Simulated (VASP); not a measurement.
# Si2Ni (Fm-3m) in VASP: further runs

Si2Ni is run at these levels: PBEsol+U, revPBE+U; tasks: single point, electric field gradients.

Everything below comes from runs of VASP 6.6.1. Logs are shortened: lines on timing, memory, paths and dates and some standing lists are left out, and cuts for length are marked.

### Step 1. The cell of the first run

The structure is cubic, space group Fm-3m (No. 225). Conventional cell: a = 5.406 Å, b = 5.406 Å, c = 5.406 Å, α = 90.00°, β = 90.00°, γ = 90.00°. Within 3.1 Å of Ni (site symmetry m-3m) lie 8 Si at 2.34 Å. Si (site symmetry -43m) has 4 Ni at 2.34 Å and 6 Si at 2.70 Å within 3.1 Å.

### Step 2. Single point, PBEsol+U, collinear spin, ferromagnetic start

POSCAR

```
Si2Ni
1.0
    0.0000000000      2.7030000000      2.7030000000
    2.7030000000      0.0000000000      2.7030000000
    2.7030000000      2.7030000000      0.0000000000
Ni Si
1 2
Direct
    0.0000000000      0.0000000000      0.0000000000
    0.7500000000      0.7500000000      0.7500000000
    0.2500000000      0.2500000000      0.2500000000
```

INCAR.step1

```
SYSTEM = Si2Ni
  ALGO = Normal
  EDIFF = 1E-6
  ENCUT = 520
  GGA = PS
  ISIF = 2
  ISMEAR = -1
  ISPIN = 2
  LASPH = .True.
  LCHARG = .True.
  LDAU = .True.
  LDAUJ = 0 0
  LDAUL = 2 -1
  LDAUPRINT = 1
  LDAUTYPE = 2
  LDAUU = 2 0
  LMAXMIX = 4
  LREAL = .False.
  LWAVE = .False.
  MAGMOM = 1 0 0
  NBANDS = 20
  NELM = 150
  PREC = Accurate
  SIGMA = 0.05
```

KPOINTS.step1

```
k-points
0
Gamma
  9 9 9
  0 0 0
```

INCAR.step2

```
SYSTEM = Si2Ni
  ALGO = Normal
  EDIFF = 1E-6
  ENCUT = 520
  GGA = PS
  ICHARG = 11
  ISIF = 2
  ISMEAR = -5
  ISPIN = 2
  LASPH = .True.
  LCHARG = .False.
  LDAU = .True.
  LDAUJ = 0 0
  LDAUL = 2 -1
  LDAUPRINT = 1
  LDAUTYPE = 2
  LDAUU = 2 0
  LMAXMIX = 4
  LORBIT = 11
  LREAL = .False.
  LWAVE = .False.
  MAGMOM = 1 0 0
  NBANDS = 20
  NEDOS = 2001
  NELM = 150
  PREC = Accurate
  SIGMA = 0.05
```

KPOINTS.step2

```
k-points
0
Gamma
  14 14 14
  0 0 0
```

Potentials or basis: VASP PAW PBE potentials, release 64 (Ni, Si).

Run with:

```bash
$ cat potpaw_PBE.64/Ni/POTCAR potpaw_PBE.64/Si/POTCAR > POTCAR
$ cp INCAR.step1 INCAR
$ cp KPOINTS.step1 KPOINTS
$ mpirun -np 1 vasp_std > vasp.out
$ cp INCAR.step2 INCAR
$ cp KPOINTS.step2 KPOINTS
$ mpirun -np 1 vasp_std > vasp.out
```

OUTCAR:

```text
SYSTEM = Si2Ni
   EDIFF = 1E-6
   ENCUT = 520
   GGA = PS
   ICHARG = 11
   ISIF = 2
   ISMEAR = -5
   ISPIN = 2
   LASPH = .True.
   LORBIT = 11
   LREAL = .False.
   NELM = 150
   PREC = Accurate

 ion  position               nearest neighbor table
   1  0.000  0.000  0.000-   2 2.34   2 2.34   3 2.34   3 2.34   2 2.34   2 2.34   3 2.34   3 2.34

   2  0.750  0.750  0.750-   1 2.34   1 2.34   1 2.34   1 2.34   3 2.70   3 2.70   3 2.70   3 2.70
                             3 2.70   3 2.70
   3  0.250  0.250  0.250-   1 2.34   1 2.34   1 2.34   1 2.34   2 2.70   2 2.70   2 2.70   2 2.70
                             2 2.70   2 2.70

  LATTYP: Found a face centered cubic cell.
 ALAT       =     5.4060000000

  Lattice vectors:

 A1 = (   0.0000000000,   2.7030000000,   2.7030000000)
 A2 = (   2.7030000000,   0.0000000000,   2.7030000000)
 A3 = (   2.7030000000,   2.7030000000,   0.0000000000)

Analysis of symmetry for initial positions (statically):
=====================================================================
 Subroutine PRICEL returns:
 Original cell was already a primitive cell.

 Routine SETGRP: Setting up the symmetry group for a
 face centered cubic supercell.

 Subroutine GETGRP returns: Found 48 space group operations
 (whereof 48 operations were pure point group operations)
 out of a pool of 48 trial point group operations.

The static configuration has the point symmetry O_h .

Analysis of symmetry for dynamics (positions and initial velocities):
=====================================================================
 Subroutine PRICEL returns:
 Original cell was already a primitive cell.

 Routine SETGRP: Setting up the symmetry group for a
 face centered cubic supercell.

 Subroutine GETGRP returns: Found 48 space group operations
 (whereof 48 operations were pure point group operations)
 out of a pool of 48 trial point group operations.

The dynamic configuration has the point symmetry O_h .

Analysis of structural, dynamic, and magnetic symmetry:
=====================================================================
 Subroutine PRICEL returns:
 Original cell was already a primitive cell.

 Routine SETGRP: Setting up the symmetry group for a
 face centered cubic supercell.

 Subroutine GETGRP returns: Found 48 space group operations
 (whereof 48 operations were pure point group operations)
 out of a pool of 48 trial point group operations.

The overall configuration has the point symmetry O_h .

 Subroutine INISYM returns: Found 48 space group operations
 (whereof 48 operations are pure point group operations),
 and found     1 'primitive' translations

----------------------------------------------------------------------------------------

                                     Primitive cell

  volume of cell :      39.4974

  direct lattice vectors                    reciprocal lattice vectors
     0.000000000  2.703000000  2.703000000    -0.184979652  0.184979652  0.184979652
     2.703000000  0.000000000  2.703000000     0.184979652 -0.184979652  0.184979652
     2.703000000  2.703000000  0.000000000     0.184979652  0.184979652 -0.184979652

  length of vectors
     3.822619259  3.822619259  3.822619259     0.320394156  0.320394156  0.320394156

  position of ions in fractional coordinates (direct lattice)
     0.000000000  0.000000000  0.000000000
     0.750000000  0.750000000  0.750000000
     0.250000000  0.250000000  0.250000000

  ion indices of the primitive-cell ions
   primitive index   ion index
                 1           1
                 2           2
                 3           3

[... 71 lines left out ...]
   ENCUT  =  520.0 eV  38.22 Ry    6.18 a.u.   7.11  7.11  7.11*2*pi/ulx,y,z
   NELM   =    150;   NELMIN=  2; NELMDL=  0     # of ELM steps
   EDIFF  = 0.1E-05   stopping-criterion for ELM
   LREAL  =      F    real-space projection
   EDIFFG = 0.1E-04   stopping-criterion for IOM
   NSW    =      0    number of steps for IOM
   IBRION =     -1    ionic relax: 0-MD 1-quasi-New 2-CG
   NFREE  =      0    steps in history (QN), initial steepest desc. (CG)
   ISIF   =      2    stress and relaxation
   ISYM   =      2    0-nonsym 1-usesym 2-fastsym
   POTIM  = 0.5000    time-step for ionic-motion
   TEBEG  =    0.0;   TEEND  =   0.0 temperature during run
   PSTRESS=    0.0 pullay stress
   NELECT =      18.0000    total number of electrons
   NUPDOWN=      -1.0000    fix difference up-down
   EMIN   =  10.00;   EMAX   =-10.00  energy-range for DOS
   EFERMI =   0.00;   METHOD = LEGACY
   ISMEAR =    -5;   SIGMA  =   0.05  broadening in eV -4-tet -1-fermi 0-gaus
   EFERMI_NEDOS =   21; number of points for ismear=-14 and -15
   IALGO  =     38    algorithm
   IMIX   =      4    mixing-type and parameters
     AMIX     =   0.40;   BMIX     =  1.00
     AMIX_MAG =   1.60;   BMIX_MAG =  1.00
  volume/ion in A,a.u.               =      13.17        88.85
  Fermi-wavevector in a.u.,A,eV,Ry     =   1.259823  2.380721 21.594550  1.587155
  Thomas-Fermi vector in A             =   2.393364
   LORBIT       =     11    0 simple, 1 ext, 2 COOP (PROOUT), +10 PAW based schemes
 LDA+U is selected, type is set to LDAUTYPE =  2
   angular momentum for each species LDAUL =     2   -1
   U (eV)           for each species LDAUU =   2.0  0.0
   J (eV)           for each species LDAUJ =   0.0  0.0
   GGA     = PS    functional components
   LHFCALC =     F    Hartree Fock is set to
   AEXX    =    0.0000 exact exchange contribution
   IVDW    =     0    specifies the selected vdW correction
   LEPSILON=     F    determine dielectric tensor
   LRPA    =     F    only Hartree local field effects (RPA)
 spin polarized calculation
 Fermi weights with tetrahedron method with Bloechl corrections
  energy-cutoff  :      520.00
  volume of cell :       39.50
 maximum number of plane-waves:      1090

atom =   1  type =  1  l = 2

 onsite density matrix

spin component  1

  0.8393 -0.0000  0.0000 -0.0000  0.0000
 -0.0000  0.8393 -0.0000  0.0000  0.0000
  0.0000 -0.0000  0.8907 -0.0000  0.0000
 -0.0000  0.0000 -0.0000  0.8393  0.0000
  0.0000  0.0000  0.0000  0.0000  0.8907

spin component  2

  0.8393 -0.0000  0.0000 -0.0000  0.0000
 -0.0000  0.8393 -0.0000  0.0000  0.0000
  0.0000 -0.0000  0.8907 -0.0000  0.0000
 -0.0000  0.0000 -0.0000  0.8393  0.0000
  0.0000  0.0000  0.0000  0.0000  0.8907

 occupancies and eigenvectors

  o =  0.8393  v =  0.0000  0.0000  0.0000  0.0000  0.0000  0.0000  0.2112  0.0000  0.9774  0.0000      0.0000  0.0000  0.0000  0.0000  0.0000  0.0000  0.0000  0.0000  0.0000  0.0000
  o =  0.8393  v =  0.0000  0.0000  0.0000  0.0000  0.0000  0.0000  0.9774  0.0000 -0.2112 -0.0000      0.0000  0.0000  0.0000  0.0000  0.0000  0.0000  0.0000  0.0000  0.0000  0.0000
  o =  0.8393  v =  0.0000  0.0000  0.0000  0.0000  0.0000  1.0000  0.0000  0.0000  0.0000  0.0000      0.0000  0.0000  0.0000  0.0000  0.0000  0.0000  0.0000  0.0000  0.0000  0.0000
  o =  0.8393  v =  0.0000 -0.1924 -0.0000  0.9813  0.0000  0.0000  0.0000  0.0000  0.0000  0.0000      0.0000  0.0000  0.0000  0.0000  0.0000  0.0000  0.0000  0.0000  0.0000  0.0000
  o =  0.8393  v =  0.0000  0.9813  0.0000  0.1924  0.0000  0.0000  0.0000  0.0000  0.0000  0.0000      0.0000  0.0000  0.0000  0.0000  0.0000  0.0000  0.0000  0.0000  0.0000  0.0000
  o =  0.8393  v =  1.0000  0.0000  0.0000  0.0000  0.0000  0.0000  0.0000  0.0000  0.0000  0.0000      0.0000  0.0000  0.0000  0.0000  0.0000  0.0000  0.0000  0.0000  0.0000  0.0000
  o =  0.8907  v =  0.0000  0.0000  0.0000  0.0000  0.0000  0.0000 -0.0000  0.0000  0.0000 -1.0000      0.0000  0.0000  0.0000  0.0000  0.0000  0.0000  0.0000  0.0000  0.0000  0.0000
  o =  0.8907  v =  0.0000  0.0000  0.0000  0.0000  0.0000  0.0000 -0.0000  1.0000 -0.0000  0.0000      0.0000  0.0000  0.0000  0.0000  0.0000  0.0000  0.0000  0.0000  0.0000  0.0000
  o =  0.8907  v =  0.0000  0.0000  0.0000  0.0000 -1.0000  0.0000  0.0000  0.0000  0.0000  0.0000      0.0000  0.0000  0.0000  0.0000  0.0000  0.0000  0.0000  0.0000  0.0000  0.0000
  o =  0.8907  v =  0.0000 -0.0000  1.0000 -0.0000  0.0000  0.0000  0.0000  0.0000  0.0000  0.0000      0.0000  0.0000  0.0000  0.0000  0.0000  0.0000  0.0000  0.0000  0.0000  0.0000

 number of electron      17.9999999 magnetization       0.0001053

 Free energy of the ion-electron system (eV)
  ---------------------------------------------------
  ext. energy  EPLUGINS =         0.00000000
  ---------------------------------------------------
  free energy    TOTEN  =       -17.74165042 eV

  energy without entropy =      -17.74165042  energy(sigma->0) =      -17.74165042

 E-fermi :  10.2680     XC(G=0): -11.6896

 val. band max:       10.4658896740   @ k =   0.2143   0.0000   0.0000
 cond. band min:      10.2879722249   @ k =  -0.4286   0.4286   0.0714
 fundamental gap:     -0.1779174491
 Fermi energy:        10.2679542159

 spin component 1

 k-point     1 :       0.0000    0.0000    0.0000
  band No.  band energies     occupation
      1      -3.5005      1.00000
      2       4.9308      1.00000
      3       4.9308      1.00000
      4       4.9308      1.00000
      5       6.5016      1.00000
      6       6.5016      1.00000
[... 1097 lines left out ...]
     19      23.4761      0.00000
     20      25.6574      0.00000

 [... further k-points ...]
[... 5 lines left out ...]
  --------------------------------------------------------------------------------------
  -------------------------------------------------------------------------------------
  Total       -1.2158283     -1.2158283     -1.2158283     -0.0000000      0.0000000      0.0000000
  in kB      -49.3190508    -49.3190508    -49.3190508     -0.0000000      0.0000000      0.0000000
  external PRESSURE =     -49.3190508 kB  Pullay stress =       0.0000000 kB

 VOLUME and BASIS-vectors are now :
 -----------------------------------------------------------------------------
  energy-cutoff  :      520.00
  volume of cell :       39.50
      direct lattice vectors                 reciprocal lattice vectors
     0.000000000  2.703000000  2.703000000    -0.184979652  0.184979652  0.184979652
     2.703000000  0.000000000  2.703000000     0.184979652 -0.184979652  0.184979652
     2.703000000  2.703000000  0.000000000     0.184979652  0.184979652 -0.184979652

 POSITION                                       TOTAL-FORCE (eV/Angst)
 -----------------------------------------------------------------------------------
      0.00000      0.00000      0.00000        -0.000000     -0.000000      0.000000
      4.05450      4.05450      4.05450        -0.000000      0.000000     -0.000000
      1.35150      1.35150      1.35150         0.000000     -0.000000      0.000000
 -----------------------------------------------------------------------------------
    total drift:                               -0.000000     -0.000000     -0.000000

  FREE ENERGIE OF THE ION-ELECTRON SYSTEM (eV)
  ---------------------------------------------------
  free  energy   TOTEN  =       -17.7416504240 eV

  energy  without entropy=      -17.7416504240  energy(sigma->0) =      -17.74165042

 total charge

# of ion       s       p       d       tot
------------------------------------------
    1        0.555   0.790   8.557   9.903
    2        0.740   0.839   0.000   1.579
    3        0.740   0.839   0.000   1.579
--------------------------------------------------
tot          2.035   2.468   8.557  13.060

 magnetization (x)

# of ion       s       p       d       tot
------------------------------------------
    1        0.000   0.000   0.000   0.000
    2        0.000   0.000   0.000   0.000
    3        0.000   0.000   0.000   0.000
--------------------------------------------------
tot          0.000   0.000   0.000   0.000
```

Run time: 74 s. Hardware: 1 thread of Intel Xeon Platinum 8488C (Sapphire Rapids), shared host; peak memory 0.25 GiB.

Results:

* Net moment: 0.00 μB per cell
* Valence electrons inside the program's atomic spheres: Ni 9.90; Si 1.58

Levels at points of the mesh, in eV from the Fermi level:
Spin up:
| k point | band 6 | band 7 | band 8 | band 9 | band 10 | band 11 | band 12 | band 13 |
| --- | --- | --- | --- | --- | --- | --- | --- | --- |
| (0.00, 0.00, 0.00) | -3.77 | -0.22 | 1.69 | 1.69 | 1.69 | 2.39 | 2.39 | 2.39 |
| (0.50, 0.00, 0.00) | -3.56 | -3.56 | -1.34 | -1.34 | 1.77 | 1.77 | 1.79 | 2.65 |
| (0.50, 0.50, 0.00) | -3.79 | -3.79 | -3.60 | -3.37 | -0.50 | 1.35 | 7.82 | 8.32 |
Spin down:
| k point | band 7 | band 8 | band 9 | band 10 | band 11 | band 12 |
| --- | --- | --- | --- | --- | --- | --- |
| (0.00, 0.00, 0.00) | -0.22 | 1.69 | 1.69 | 1.69 | 2.39 | 2.39 |
| (0.50, 0.00, 0.00) | -3.56 | -1.34 | -1.34 | 1.77 | 1.77 | 1.79 |
| (0.50, 0.50, 0.00) | -3.79 | -3.60 | -3.37 | -0.50 | 1.35 | 7.82 |

Eigenvalues of the final occupation matrices:
| site | spin | trace | eigenvalues |
| --- | --- | --- | --- |
| site 1 d | 1 | 4.30 | 0.84 0.84 0.84 0.89 0.89 |
| site 1 d | 2 | 4.30 | 0.84 0.84 0.84 0.89 0.89 |

Caveat: the PAW data sets were made with another functional, which shifts forces and pressure a little; the U is typed as a test and isn't derived for this compound; tetrahedron occupations give inexact forces and stress in metals. The state reached can hang on the start; a lower one may exist.

### Step 3. Single point, PBEsol+U, collinear spin, ferromagnetic start

POSCAR is that of step 2.

INCAR.step1

```
SYSTEM = Si2Ni
  ALGO = Normal
  EDIFF = 1E-6
  ENCUT = 520
  GGA = PS
  ISIF = 2
  ISMEAR = -1
  ISPIN = 2
  LASPH = .TRUE.
  LCHARG = .TRUE.
  LDAU = .TRUE.
  LDAUJ = 0 0
  LDAUL = 2 -1
  LDAUPRINT = 1
  LDAUTYPE = 2
  LDAUU = 8 0
  LMAXMIX = 4
  LREAL = .FALSE.
  LWAVE = .FALSE.
  MAGMOM = 1 0 0
  NBANDS = 20
  NELM = 150
  PREC = Accurate
  SIGMA = 0.05
```

KPOINTS.step1

```
k-points
0
G
  9 9 9
  0 0 0
```

INCAR.step2

```
SYSTEM = Si2Ni
  ALGO = Normal
  EDIFF = 1E-6
  ENCUT = 520
  GGA = PS
  ICHARG = 11
  ISIF = 2
  ISMEAR = -5
  ISPIN = 2
  LASPH = .TRUE.
  LCHARG = .FALSE.
  LDAU = .TRUE.
  LDAUJ = 0 0
  LDAUL = 2 -1
  LDAUPRINT = 1
  LDAUTYPE = 2
  LDAUU = 8 0
  LMAXMIX = 4
  LORBIT = 11
  LREAL = .FALSE.
  LWAVE = .FALSE.
  MAGMOM = 1 0 0
  NBANDS = 20
  NEDOS = 2001
  NELM = 150
  PREC = Accurate
  SIGMA = 0.05
```

KPOINTS.step2

```
k-points
0
G
  14 14 14
  0 0 0
```

Potentials or basis: VASP PAW PBE potentials, release 64 (Ni, Si).

Run with:

```bash
$ cat potpaw_PBE.64/Ni/POTCAR potpaw_PBE.64/Si/POTCAR > POTCAR
$ cp INCAR.step1 INCAR
$ cp KPOINTS.step1 KPOINTS
$ mpirun -np 1 vasp_std > vasp.out
$ cp INCAR.step2 INCAR
$ cp KPOINTS.step2 KPOINTS
$ mpirun -np 1 vasp_std > vasp.out
```

It took 73 s on 1 thread of Intel Xeon Platinum 8488C (Sapphire Rapids), shared host; peak memory 0.25 GiB.

Results (log left out):

| Quantity | Value |
| --- | --- |
| Net moment | 0.00 μB per cell |
| Valence electrons inside the program's atomic spheres | Ni 10.19; Si 1.57 |

Levels at points of the mesh, in eV from the Fermi level:
Spin up:
```csv
k point,band 6,band 7,band 8,band 9,band 10,band 11,band 12,band 13
"(0.00, 0.00, 0.00)",-4.63,0.03,1.61,1.61,1.61,2.93,2.93,2.93
"(0.50, 0.00, 0.00)",-4.37,-4.26,-0.93,-0.93,1.70,1.70,2.06,2.84
"(0.50, 0.50, 0.00)",-4.28,-4.08,-4.06,-4.06,-0.78,1.48,8.13,8.39
```
Spin down:
```csv
k point,band 6,band 7,band 8,band 9,band 10,band 11,band 12,band 13
"(0.00, 0.00, 0.00)",-4.63,0.03,1.61,1.61,1.61,2.93,2.93,2.93
"(0.50, 0.00, 0.00)",-4.37,-4.26,-0.93,-0.93,1.70,1.70,2.06,2.84
"(0.50, 0.50, 0.00)",-4.28,-4.08,-4.06,-4.06,-0.78,1.48,8.13,8.39
```

Eigenvalues of the final occupation matrices:
| site | spin | trace | eigenvalues |
| --- | --- | --- | --- |
| site 1 d | 1 | 4.50 | 0.88 0.88 0.88 0.93 0.93 |
| site 1 d | 2 | 4.50 | 0.88 0.88 0.88 0.93 0.93 |

Caveat: the PAW data sets were made with another functional, which shifts forces and pressure a little; the U is typed as a test and isn't derived for this compound; tetrahedron occupations give inexact forces and stress in metals.

(Continued in part 2 of 2.)
